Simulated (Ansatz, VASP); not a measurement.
## Two plane-wave programs on ZnS

POSCAR

```
ZnS
1.0
    0.0000000000      2.8018492667      2.8018492667
    2.8018492667      0.0000000000      2.8018492667
    2.8018492667      2.8018492667      0.0000000000
Zn S
1 1
Direct
    0.0000000000      0.0000000000      0.0000000000
    0.2500000000      0.2500000000      0.2500000000
```

The input INCAR.step1:

```
SYSTEM = ZnS
PREC = Accurate ; ENCUT = 520
EDIFF = 1E-5 ; ISMEAR = 0
SIGMA = 0.01 ; LREAL = .False.
LASPH = .True. ; NELM = 80
ALGO = Normal ; ISIF = 2
LWAVE = .True. ; NBANDS = 16
GGA = PE
```

Contents of INCAR.step2:

```
SYSTEM = ZnS
PREC = Accurate ; ENCUT = 520
EDIFF = 1E-7 ; ISMEAR = 0
SIGMA = 0.01 ; LREAL = .False.
LASPH = .True. ; NELM = 80
ALGO = Normal ; ISIF = 2
LWAVE = .False. ; LCHARG = .True.
GGA = PE ; LHFCALC = .True.
HFSCREEN = 0.2079 ; PRECFOCK = Normal
LELF = .True. ; LVHAR = .True.
NBANDS = 16 ; ISTART = 1
```

The input KPOINTS:

```
regular mesh
0
Gamma
  6 6 6
  0 0 0
```

Input for Ansatz:

```yaml
crystal:
  lattice:
    - [0.0, 2.8018492667, 2.8018492667]
    - [2.8018492667, 0.0, 2.8018492667]
    - [2.8018492667, 2.8018492667, 0.0]
  atoms:
    - { symbol: Zn, position: [0.0, 0.0, 0.0] }
    - { symbol: S, position: [0.25, 0.25, 0.25] }
kpoints:
  mp_grid: { grid: [6, 6, 6] }
  band_path:
    path:
      - [0.0, 0.0, 0.0]
      - [-0.5, -0.5, 0.0]
      - [-0.375, -0.375, 0.25]
      - [-0.375, 0.0, 0.375]
      - [0.0, 0.0, 0.5]
      - [-0.5, -0.25, 0.25]
    npoints: 1
hamiltonian:
  xc: hse06
scf:
  occupations: { method: fixed }
  n_extra_bands: 4
output:
  forces: true
  stress: true
  eigenvalues: true
  write_density: true
  write_potential: true
  elf: true
  volumetric_format: npy
```

Change from the starting cell: hydrostatic strain +4.0%.

Alike in both runs: task single point; functional HSE06; k mesh 6 × 6 × 6; no spin polarisation.

|  | VASP | Ansatz |
| --- | --- | --- |
| version | VASP 6.6.1 | Ansatz 0.2.0 |
| potentials or method | VASP PAW PBE potentials, release 64 (Zn, S) | plane waves, PAW |
| plane-wave cutoff (eV) | 520 | 420 |
| occupations | gaussian, width 0.01 eV | fixed |
| valence electrons in the cell | 18 | 18 |

|  | VASP | Ansatz | Ansatz less VASP |
| --- | --- | --- | --- |
| gap on the k mesh at the Fermi level (eV) | 2.81 | 2.83 | +0.014 |
| pressure (GPa) | -5.9 | -5.9 | -0.02 |

Ansatz's warnings: stress exchange threshold loose, stress scf threshold loose.
